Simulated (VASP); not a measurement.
Wanted: the native input for a VASP 6.6.1 run.

```yaml
Task: single point
Functional: r2SCAN
Dispersion: D3(BJ)
Potentials_or_basis: VASP PAW PBE potentials, release 64 (O_h, C_h, H_h)
Cutoff: 1100 eV
k_mesh: 1 × 1 × 1
Occupations: fermi-dirac, width 0.05 eV
Spin: no spin polarisation
Dipole_correction: no
Further_INCAR_settings: LREAL = Auto; ALGO = Normal; EDIFF = 1e-06; NBANDS = 38
```

The system is H2CO.

```
CELL_PARAMETERS angstrom
7.70599 0.00000 0.00000
0.00000 7.70599 0.00000
0.00000 0.00000 7.70599
ATOMIC_POSITIONS crystal
O 0.50802 0.74535 0.37534
O 0.31209 0.38383 0.86056
O 0.32259 0.99099 0.76756
O 0.08626 0.65101 0.17401
C 0.56598 0.62523 0.31003
C 0.33779 0.50942 0.79074
C 0.35153 0.07479 0.64955
C 0.18053 0.72939 0.09800
H 0.76621 0.34368 0.94177
H 0.76656 0.43715 0.96472
H 0.77048 0.77368 0.96579
H 0.81093 0.70738 0.90371
H 0.07990 0.11465 0.03234
H 0.01043 0.15167 0.08519
H 0.89944 0.94612 0.43827
H 0.89487 0.04555 0.42172
```

The input as run:

POSCAR

```
H2CO
1.0
    7.7059940000      0.0000000000      0.0000000000
    0.0000000000      7.7059940000      0.0000000000
    0.0000000000      0.0000000000      7.7059940000
O C H
4 4 8
Direct
    0.5080201204      0.7453548497      0.3753441801
    0.3120947148      0.3838310801      0.8605638676
    0.3225930360     -0.0090059764      0.7675583448
    0.0862575289      0.6510127052      0.1740074025
    0.5659750059      0.6252275826      0.3100313860
    0.3377889991      0.5094216269      0.7907351083
    0.3515315480      0.0747859394      0.6495463142
    0.1805347889      0.7293932489      0.0980016335
    0.7662087461      0.3436805168      0.9417733780
    0.7665591227      0.4371532083      0.9647165570
    0.7704781499      0.7736834469      0.9657936406
    0.8109271821      0.7073844075      0.9037120974
    0.0798988424      0.1146510106      0.0323384628
    0.0104334366      0.1516741383      0.0851934222
    0.8994426936     -0.0538801354      0.4382692226
    0.8948748208      0.0455489584      0.4217236608
```

INCAR.step1

```
  PREC = Accurate
  ENCUT = 1100
  ISMEAR = -1
  SIGMA = 0.05
  LREAL = Auto
  LASPH = True
  NELM = 120
  NBANDS = 38
  GGA = PE
  ALGO = Normal
  EDIFF = 1E-5
  LWAVE = True
  LCHARG = False
  GGA_COMPAT = False
```

INCAR.step2

```
  PREC = Accurate
  ENCUT = 1100
  EDIFF = 1E-6
  ISMEAR = -1
  SIGMA = 0.05
  LREAL = Auto
  LASPH = True
  NELM = 120
  ALGO = Normal
  ISIF = 2
  LWAVE = False
  LCHARG = False
  METAGGA = R2SCAN
  LMIXTAU = True
  IVDW = 12
  VDW_S6 = 1.0
  VDW_S8 = 0.78981345
  VDW_A1 = 0.49484001
  VDW_A2 = 5.73083694
  NBANDS = 38
  ISTART = 1
  GGA_COMPAT = False
```

KPOINTS

```
Automatic mesh
0
Gamma
  1 1 1
```

Potentials or basis: VASP PAW PBE potentials, release 64 (O_h, C_h, H_h).

Launch:

```sh
$ cat potpaw_PBE.64/O_h/POTCAR potpaw_PBE.64/C_h/POTCAR potpaw_PBE.64/H_h/POTCAR > POTCAR
$ cp INCAR.step1 INCAR
$ mpirun -np 1 vasp_gam > vasp.out
$ cp INCAR.step2 INCAR
$ mpirun -np 1 vasp_gam > vasp.out
```

Results of the run:

```yaml
Pressure: -0.3 GPa
Largest_force: 2.115 eV/Å
Dispersion_energy_per_atom: -0.012 eV
```

Caveat: the k points lie up to 0.82 Å⁻¹ apart, too coarse for converged energies, forces and pressures; the atoms stand as in a frame of molecular dynamics; the PAW data sets were made with another functional, which shifts forces and pressure a little.

Wall time 12 min on 1 thread of Intel(R) Xeon(R) Platinum 8375C CPU @ 2.90GHz (Ice Lake) (shared host), peak memory 1.2 GiB.
